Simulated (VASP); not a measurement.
# BiTe (R-3m) in VASP: notebook

Runs on BiTe. Level: PBE. Tasks: single point.

Everything below comes from runs of VASP 6.6.1. Logs are shortened: lines on timing, memory, paths and dates and some standing lists are left out, and cuts for length are marked.

## 1. The cell of the first run

The structure is trigonal, space group R-3m (No. 166). Conventional cell: a = 4.773 Å, b = 4.773 Å, c = 10.101 Å, α = 90.00°, β = 90.00°, γ = 120.00°. Within 4.2 Å of Bi (site symmetry -3m) lie 6 Te at 3.23 Å. Within 4.2 Å of Te (site symmetry -3m) lie 6 Bi at 3.23 Å.

## 2. Single point, PBE (strain -0.015 along x and y, +0.015 along z)

Contents of INCAR:

```
SYSTEM = BiTe
  PREC = Accurate
  ENCUT = 520
  EDIFF = 1E-6
  ISMEAR = 0
  SIGMA = 0.15
  LREAL = .FALSE.
  LASPH = .TRUE.
  NELM = 100
  ALGO = Normal
  ISIF = 2
  LWAVE = .FALSE.
  LCHARG = .FALSE.
  GGA = PE
  NBANDS = 18
```

Contents of KPOINTS:

```
Automatic mesh
0
G
  12 12 12
  0 0 0
```

Contents of POSCAR:

```
BiTe
1.0
    2.3863671562      1.3777697200      3.3670513338
   -2.3863671562      1.3777697200      3.3670513338
    0.0000000000     -2.7555394400      3.3670513338
Bi Te
1 1
Direct
    0.5000000000      0.5000000000      0.5000000000
    0.0000000000      0.0000000000      0.0000000000
```

Potentials or basis: VASP PAW PBE potentials, release 64 (Bi_d, Te).

On the command line:

```sh
$ cat potpaw_PBE.64/Bi_d/POTCAR potpaw_PBE.64/Te/POTCAR > POTCAR
$ mpirun -np 1 vasp_std > vasp.out
```

OUTCAR:

```text
SYSTEM = BiTe
   PREC = Accurate
   ENCUT = 520
   EDIFF = 1E-6
   ISMEAR = 0
   LREAL = .FALSE.
   LASPH = .TRUE.
   NELM = 100
   ISIF = 2
   GGA = PE

 ion  position               nearest neighbor table
   1  0.500  0.500  0.500-   2 3.23   2 3.23   2 3.23   2 3.23   2 3.23   2 3.23
   2  0.000  0.000  0.000-   1 3.23   1 3.23   1 3.23   1 3.23   1 3.23   1 3.23

  LATTYP: Found a trigonal (rhomboedric) cell.
 ALAT       =     4.3508656943
 COS(alpha) =     0.3983371907

  Lattice vectors:

 A1 = (   2.3863671562,   1.3777697200,   3.3670513338)
 A2 = (  -2.3863671562,   1.3777697200,   3.3670513338)
 A3 = (   0.0000000000,  -2.7555394400,   3.3670513338)

Analysis of symmetry for initial positions (statically):
=====================================================================
 Subroutine PRICEL returns:
 Original cell was already a primitive cell.

 Routine SETGRP: Setting up the symmetry group for a
 trigonal (rhombohedral) supercell.

 Subroutine GETGRP returns: Found 12 space group operations
 (whereof 12 operations were pure point group operations)
 out of a pool of 12 trial point group operations.

The static configuration has the point symmetry D_3d.

Analysis of symmetry for dynamics (positions and initial velocities):
=====================================================================
 Subroutine PRICEL returns:
 Original cell was already a primitive cell.

 Routine SETGRP: Setting up the symmetry group for a
 trigonal (rhombohedral) supercell.

 Subroutine GETGRP returns: Found 12 space group operations
 (whereof 12 operations were pure point group operations)
 out of a pool of 12 trial point group operations.

The dynamic configuration has the point symmetry D_3d.

 Subroutine INISYM returns: Found 12 space group operations
 (whereof 12 operations are pure point group operations),
 and found     1 'primitive' translations

----------------------------------------------------------------------------------------

                                     Primitive cell

  volume of cell :      66.4224

  direct lattice vectors                    reciprocal lattice vectors
     2.386367156  1.377769720  3.367051334     0.209523500  0.120968449  0.098998590
    -2.386367156  1.377769720  3.367051334    -0.209523500  0.120968449  0.098998590
     0.000000000 -2.755539440  3.367051334     0.000000000 -0.241936899  0.098998590

  length of vectors
     4.350865694  4.350865694  4.350865694     0.261408079  0.261408079  0.261408079

  position of ions in fractional coordinates (direct lattice)
     0.500000000  0.500000000  0.500000000
     0.000000000  0.000000000  0.000000000

  ion indices of the primitive-cell ions
   primitive index   ion index
                 1           1
                 2           2

----------------------------------------------------------------------------------------

 KPOINTS: Automatic mesh

Automatic generation of k-mesh.
 Grid dimensions read from file:
 generate k-points for:   12   12   12

 Generating k-lattice:

  Cartesian coordinates                     Fractional coordinates (reciprocal lattice)
     0.017460292  0.010080704  0.008249882     0.083333333 -0.000000000  0.000000000
    -0.017460292  0.010080704  0.008249882    -0.000000000  0.083333333  0.000000000
     0.000000000 -0.020161408  0.008249882     0.000000000  0.000000000  0.083333333

  Length of vectors
     0.021784007  0.021784007  0.021784007

  Shift w.r.t. Gamma in fractional coordinates (k-lattice)
     0.000000000  0.000000000  0.000000000

 Subroutine IBZKPT returns following result:
 ===========================================

 Found    189 irreducible k-points:

 Following reciprocal coordinates:
            Coordinates               Weight
  0.000000  0.000000  0.000000      1.000000
  0.083333  0.000000  0.000000      6.000000
  0.166667  0.000000  0.000000      6.000000
  0.250000  0.000000  0.000000      6.000000
  0.333333  0.000000  0.000000      6.000000
  0.416667 -0.000000  0.000000      6.000000
[... 16 lines left out ...]
  0.500000  0.166667  0.000000     12.000000
 -0.416667  0.166667  0.000000     12.000000
 [... further k-points ...]
   k-points           NKPTS =    189   k-points in BZ     NKDIM =    189   number of bands    NBANDS=     18
   number of dos      NEDOS =    301   number of ions     NIONS =      2
   total plane-waves  NPLWV =  32768
   dimension x,y,z NGX =    32 NGY =   32 NGZ =   32
   dimension x,y,z NGXF=    64 NGYF=   64 NGZF=   64
   ions per type =               1   1
   NGX,Y,Z   is equivalent  to a cutoff of  12.23, 12.23, 12.23 a.u.
   NGXF,Y,Z  is equivalent  to a cutoff of  24.45, 24.45, 24.45 a.u.
 SYSTEM =  BiTe
   PREC   = accura    normal or accurate (medium, high low for compatibility)
   ISTART =      0    job   : 0-new  1-cont  2-samecut
   ICHARG =      2    charge: 1-file 2-atom 10-const
   ISPIN  =      1    spin polarized calculation?
   LNONCOLLINEAR =      F non collinear calculations
   LSORBIT =      F    spin-orbit coupling
   LASPH  =      T    aspherical Exc in radial PAW
   ENCUT  =  520.0 eV  38.22 Ry    6.18 a.u.   8.09  8.09  8.09*2*pi/ulx,y,z
   NELM   =    100;   NELMIN=  2; NELMDL= -5     # of ELM steps
   EDIFF  = 0.1E-05   stopping-criterion for ELM
   LREAL  =      F    real-space projection
   EDIFFG = 0.1E-04   stopping-criterion for IOM
   NSW    =      0    number of steps for IOM
   IBRION =     -1    ionic relax: 0-MD 1-quasi-New 2-CG
   NFREE  =      0    steps in history (QN), initial steepest desc. (CG)
   ISIF   =      2    stress and relaxation
   ISYM   =      2    0-nonsym 1-usesym 2-fastsym
   POTIM  = 0.5000    time-step for ionic-motion
   TEBEG  =    0.0;   TEEND  =   0.0 temperature during run
   PSTRESS=    0.0 pullay stress
   NELECT =      21.0000    total number of electrons
   NUPDOWN=      -1.0000    fix difference up-down
   EMIN   =  10.00;   EMAX   =-10.00  energy-range for DOS
   EFERMI =   0.00;   METHOD = LEGACY
   ISMEAR =     0;   SIGMA  =   0.15  broadening in eV -4-tet -1-fermi 0-gaus
   EFERMI_NEDOS =   21; number of points for ismear=-14 and -15
   IALGO  =     38    algorithm
   IMIX   =      4    mixing-type and parameters
     AMIX     =   0.40;   BMIX     =  1.00
     AMIX_MAG =   1.60;   BMIX_MAG =  1.00
  volume/ion in A,a.u.               =      33.21       224.12
  Fermi-wavevector in a.u.,A,eV,Ry     =   1.115260  2.107537 16.923006  1.243806
  Thomas-Fermi vector in A             =   2.251863
   LORBIT       =      0    0 simple, 1 ext, 2 COOP (PROOUT), +10 PAW based schemes
   GGA     = PE    functional components
   LHFCALC =     F    Hartree Fock is set to
   AEXX    =    0.0000 exact exchange contribution
   IVDW    =     0    specifies the selected vdW correction
   LEPSILON=     F    determine dielectric tensor
   LRPA    =     F    only Hartree local field effects (RPA)
 non-spin polarized calculation
 Gauss-broadening in eV      SIGMA  =   0.15
  energy-cutoff  :      520.00
  volume of cell :       66.42
 maximum number of plane-waves:      1816
   NGX = 17   NGY = 17   NGZ = 17

 number of electron      21.0000005 magnetization

 Free energy of the ion-electron system (eV)
  ---------------------------------------------------
  ext. energy  EPLUGINS =         0.00000000
  ---------------------------------------------------
  free energy    TOTEN  =        -7.18289704 eV

  energy without entropy =       -7.16621885  energy(sigma->0) =       -7.17455795

 E-fermi :   6.8898     XC(G=0):  -9.5383

 val. band max:        6.8874171940   @ k =   0.5000   0.4167   0.4167
 cond. band min:       6.9004347981   @ k =  -0.3333   0.2500   0.1667
 fundamental gap:      0.0130176041
 Fermi energy:         6.8897703673

 k-point     1 :       0.0000    0.0000    0.0000
  band No.  band energies     occupation
      1     -16.3482      2.00000
      2     -16.3482      2.00000
      3     -16.3387      2.00000
      4     -16.3387      2.00000
      5     -16.3254      2.00000
      6      -6.7430      2.00000
[... 10 lines left out ...]
     17      13.2071      0.00000
     18      13.6915      0.00000

 k-point     2 :       0.0833    0.0000    0.0000
  band No.  band energies     occupation
      1     -16.3482      2.00000
      2     -16.3480      2.00000
      3     -16.3390      2.00000
      4     -16.3382      2.00000
      5     -16.3252      2.00000
      6      -6.6821      2.00000
[... 10 lines left out ...]
     17      13.5652      0.00000
     18      13.9747      0.00000

 k-point     3 :       0.1667    0.0000    0.0000
  band No.  band energies     occupation
      1     -16.3482      2.00000
      2     -16.3475      2.00000
      3     -16.3400      2.00000
      4     -16.3370      2.00000
      5     -16.3246      2.00000
      6      -6.5003      2.00000
[... 10 lines left out ...]
     17      14.4696      0.00000
     18      14.8084      0.00000

 k-point     4 :       0.2500    0.0000    0.0000
  band No.  band energies     occupation
      1     -16.3485      2.00000
      2     -16.3471      2.00000
      3     -16.3411      2.00000
      4     -16.3356      2.00000
      5     -16.3234      2.00000
      6      -6.2008      2.00000
[... 375 lines left out ...]
      4     -16.3317      2.00000
      5     -16.3209      2.00000
      6      -5.4350      2.00000
[... 10 lines left out ...]
     17      16.3141      0.00000
     18      16.6725      0.00000

 k-point    23 :       0.5000    0.1667    0.0000
  band No.  band energies     occupation
      1     -16.3510      2.00000
      2     -16.3477      2.00000
      3     -16.3407      2.00000
      4     -16.3318      2.00000
      5     -16.3203      2.00000
      6      -4.9371      2.00000
[... 10 lines left out ...]
     17      16.6373      0.00000
     18      17.4576      0.00000

 k-point    24 :      -0.4167    0.1667    0.0000
  band No.  band energies     occupation
      1     -16.3498      2.00000
      2     -16.3483      2.00000
      3     -16.3405      2.00000
      4     -16.3324      2.00000
      5     -16.3207      2.00000
      6      -4.7806      2.00000
[... 10 lines left out ...]
     17      15.9916      0.00000
     18      16.5873      0.00000

 [... further k-points ...]
[... 5 lines left out ...]
  --------------------------------------------------------------------------------------
  -------------------------------------------------------------------------------------
  Total        0.4937700      0.4937700      0.2348470     -0.0000000      0.0000000      0.0000000
  in kB       11.9102373     11.9102373      5.6647490     -0.0000000      0.0000000      0.0000000
  external PRESSURE =       9.8284079 kB  Pullay stress =       0.0000000 kB

 VOLUME and BASIS-vectors are now :
 -----------------------------------------------------------------------------
  energy-cutoff  :      520.00
  volume of cell :       66.42
      direct lattice vectors                 reciprocal lattice vectors
     2.386367156  1.377769720  3.367051334     0.209523500  0.120968449  0.098998590
    -2.386367156  1.377769720  3.367051334    -0.209523500  0.120968449  0.098998590
     0.000000000 -2.755539440  3.367051334     0.000000000 -0.241936899  0.098998590

 POSITION                                       TOTAL-FORCE (eV/Angst)
 -----------------------------------------------------------------------------------
      0.00000      0.00000      5.05058         0.000000     -0.000000     -0.000000
      0.00000      0.00000      0.00000        -0.000000      0.000000      0.000000
 -----------------------------------------------------------------------------------
    total drift:                               -0.000000      0.000000     -0.000000

  FREE ENERGIE OF THE ION-ELECTRON SYSTEM (eV)
  ---------------------------------------------------
  free  energy   TOTEN  =        -7.1828970423 eV

  energy  without entropy=       -7.1662188497  energy(sigma->0) =       -7.17455795
```

Run time: 85 s. Hardware: 1 thread of Intel Xeon Platinum 8488C (Sapphire Rapids), shared host; peak memory 0.35 GiB.

Results:

| Quantity | Value |
| --- | --- |
| Free energy | -7.1829 eV |
| Pressure | 1.0 GPa |

Caveat: the cell differs from its parent crystal (strain -0.015 along x and y, +0.015 along z); spin-orbit coupling is left out, which moves the levels of the heavy elements.

## 3. Single point, PBE (strain -0.015 along x and y, +0.030 along z)

Contents of INCAR:

```
  PREC = Accurate
  ENCUT = 520
  EDIFF = 1E-6
  ISMEAR = 0
  SIGMA = 0.15
  LREAL = F
  LASPH = T
  NELM = 100
  ALGO = Normal
  ISIF = 2
  LWAVE = F
  LCHARG = F
  GGA = PE
  NBANDS = 18
```

Contents of KPOINTS:

```
regular mesh
0
Gamma
  12 12 12
```

Contents of POSCAR:

```
BiTe
1.0
    2.3863671562      1.3777697200      3.4168107131
   -2.3863671562      1.3777697200      3.4168107131
    0.0000000000     -2.7555394400      3.4168107131
Bi Te
1 1
Direct
    0.5000000000      0.5000000000      0.5000000000
    0.0000000000      0.0000000000      0.0000000000
```

Potentials or basis: VASP PAW PBE potentials, release 64 (Bi_d, Te).

On the command line:

```sh
$ cat potpaw_PBE.64/Bi_d/POTCAR potpaw_PBE.64/Te/POTCAR > POTCAR
$ mpirun -np 1 vasp_std > vasp.out
```

It took 2.4 min on 1 thread of Intel Xeon Platinum 8488C (Sapphire Rapids), shared host; peak memory 0.37 GiB.

Results (log left out):

```
Free energy : -7.1851 eV
Pressure    : 0.4 GPa
```

Stress tensor (GPa, compression positive):
```
0.52 0.00 0.00
0.00 0.52 0.00
0.00 0.00 0.08
```

Levels at points of the mesh, in eV from the Fermi level:
```
           k point  band 7  band 8  band 9  band 10  band 11  band 12  band 13  band 14
(0.00, 0.00, 0.00)   -8.23   -2.88   -2.88    -1.85     1.90     2.37     2.37     4.18
(0.50, 0.00, 0.00)  -11.36   -1.93   -1.84    -1.23    -0.93    -0.66     0.04     6.90
(0.50, 0.50, 0.00)   -9.99   -5.67   -4.42    -3.54     2.31     3.23     3.62     4.72
(0.50, 0.50, 0.50)  -11.05   -2.29   -2.29    -2.11    -1.41    -1.14    -1.14     7.78
```

Caveat: the cell differs from its parent crystal (strain -0.015 along x and y, +0.030 along z); spin-orbit coupling is left out, which moves the levels of the heavy elements.

## 4. Single point, PBE (strain +0.015 along x and y, -0.030 along z)

Contents of INCAR:

```
SYSTEM = BiTe
ALGO = Normal
EDIFF = 1E-7
ENCUT = 520
GGA = PE
ISIF = 2
ISMEAR = 0
LASPH = .TRUE.
LCHARG = .FALSE.
LREAL = .FALSE.
LWAVE = .FALSE.
NBANDS = 18
NELM = 60
PREC = Accurate
SIGMA = 0.15
```

Contents of KPOINTS:

```
k-points
0
G
  12 12 12
  0 0 0
```

Contents of POSCAR:

```
BiTe
1.0
    2.4590483894      1.4197322496      3.2177731959
   -2.4590483894      1.4197322496      3.2177731959
    0.0000000000     -2.8394644991      3.2177731959
Bi Te
1 1
Direct
    0.5000000000      0.5000000000      0.5000000000
    0.0000000000      0.0000000000      0.0000000000
```

Potentials or basis: VASP PAW PBE potentials, release 64 (Bi_d, Te).

On the command line:

```sh
$ cat potpaw_PBE.64/Bi_d/POTCAR potpaw_PBE.64/Te/POTCAR > POTCAR
$ mpirun -np 1 vasp_std > vasp.out
```

OUTCAR:

```text
SYSTEM = BiTe
   EDIFF = 1E-7
   ENCUT = 520
   GGA = PE
   ISIF = 2
   ISMEAR = 0
   LASPH = .TRUE.
   LREAL = .FALSE.
   NELM = 60
   PREC = Accurate

 ion  position               nearest neighbor table
   1  0.500  0.500  0.500-   2 3.26   2 3.26   2 3.26   2 3.26   2 3.26   2 3.26
   2  0.000  0.000  0.000-   1 3.26   1 3.26   1 3.26   1 3.26   1 3.26   1 3.26

  LATTYP: Found a trigonal (rhomboedric) cell.
 ALAT       =     4.2914593068
 COS(alpha) =     0.3433194579

  Lattice vectors:

 A1 = (   2.4590483894,   1.4197322496,   3.2177731959)
[... 190 lines left out ...]
      5     -16.5552      2.00000
      6      -6.7833      2.00000
[... 481 lines left out ...]
      5     -16.5523      2.00000
      6      -4.9044      2.00000
[... 10 lines left out ...]
     17      15.5134      0.00000
     18      16.7484      0.00000

 [... further k-points ...]
[... 5 lines left out ...]
  --------------------------------------------------------------------------------------
  -------------------------------------------------------------------------------------
  Total       -0.3645144     -0.3645144      0.0763682      0.0000000      0.0000000      0.0000000
  in kB       -8.6645315     -8.6645315      1.8152778      0.0000000      0.0000000      0.0000000
  external PRESSURE =      -5.1712617 kB  Pullay stress =       0.0000000 kB

 VOLUME and BASIS-vectors are now :
 -----------------------------------------------------------------------------
  energy-cutoff  :      520.00
  volume of cell :       67.40
      direct lattice vectors                 reciprocal lattice vectors
     2.459048389  1.419732250  3.217773196     0.203330688  0.117393027  0.103591308
    -2.459048389  1.419732250  3.217773196    -0.203330688  0.117393027  0.103591308
     0.000000000 -2.839464499  3.217773196     0.000000000 -0.234786055  0.103591308

 POSITION                                       TOTAL-FORCE (eV/Angst)
 -----------------------------------------------------------------------------------
      0.00000      0.00000      4.82666        -0.000000     -0.000000      0.000000
      0.00000      0.00000      0.00000         0.000000      0.000000     -0.000000
 -----------------------------------------------------------------------------------
    total drift:                               -0.000000      0.000000     -0.000000

  FREE ENERGIE OF THE ION-ELECTRON SYSTEM (eV)
  ---------------------------------------------------
  free  energy   TOTEN  =        -7.1822041654 eV

  energy  without entropy=       -7.1686867695  energy(sigma->0) =       -7.17544547
```

OSZICAR:

```text
N       E                     dE             d eps       ncg     rms          rms(c)
DAV:   1     0.157682716731E+03    0.15768E+03   -0.99049E+03  6810   0.113E+03
DAV:   2     0.469910897673E+01   -0.15298E+03   -0.14925E+03  7348   0.305E+02
DAV:   3    -0.689749983108E+01   -0.11597E+02   -0.11490E+02  8298   0.878E+01
DAV:   4    -0.721779106332E+01   -0.32029E+00   -0.31993E+00  8656   0.156E+01
DAV:   5    -0.722980567966E+01   -0.12015E-01   -0.12014E-01  9218   0.280E+00    0.561E+00
DAV:   6    -0.717852871788E+01    0.51277E-01   -0.16957E-01  9718   0.238E+00    0.349E+00
DAV:   7    -0.718199645968E+01   -0.34677E-02   -0.35932E-02  8074   0.925E-01    0.813E-01
DAV:   8    -0.718207551943E+01   -0.79060E-04   -0.48674E-03  8178   0.470E-01    0.155E-01
DAV:   9    -0.718220412918E+01   -0.12861E-03   -0.54590E-04  8214   0.143E-01    0.584E-02
DAV:  10    -0.718220475341E+01   -0.62423E-06   -0.29359E-05  8808   0.312E-02    0.346E-02
DAV:  11    -0.718220498577E+01   -0.23237E-06   -0.24847E-05  8810   0.389E-02    0.686E-03
DAV:  12    -0.718220433698E+01    0.64879E-06   -0.53848E-06  8718   0.189E-02    0.441E-03
DAV:  13    -0.718220422169E+01    0.11529E-06   -0.36662E-07  7846   0.431E-03    0.158E-03
DAV:  14    -0.718220416536E+01    0.56329E-07   -0.30824E-08  3984   0.169E-03
   1 F= -.71822042E+01 E0= -.71754455E+01  d E =-.135174E-01
```

Wall time 1.9 min (1 thread of Intel Xeon Platinum 8488C (Sapphire Rapids), shared host); peak memory 0.35 GiB.

What came out:

```
Free energy : -7.1822 eV
Pressure    : -0.5 GPa
```

Caveat: the cell differs from its parent crystal (strain +0.015 along x and y, -0.030 along z); spin-orbit coupling is left out, which moves the levels of the heavy elements.

## 5. Overview

```csv
cell,gap on the mesh (eV),pressure (GPa)
"a = 4.351 Å, angles 66.5°, 2 atoms",none,1.0
"a = 4.389 Å, angles 65.9°, 2 atoms",none,0.4
"a = 4.291 Å, angles 69.9°, 2 atoms",none,-0.5
```

Alike in all rows: task single point; level PBE; potentials or basis VASP PAW PBE potentials, release 64 (Bi_d, Te); no spin polarisation; k mesh 12 × 12 × 12; cutoff (eV) 520; smearing gaussian 0.15 eV.

Caveats: spin-orbit coupling is left out, which moves the levels of the heavy elements.

Absolute energies hang on the potentials; compare differences alone.
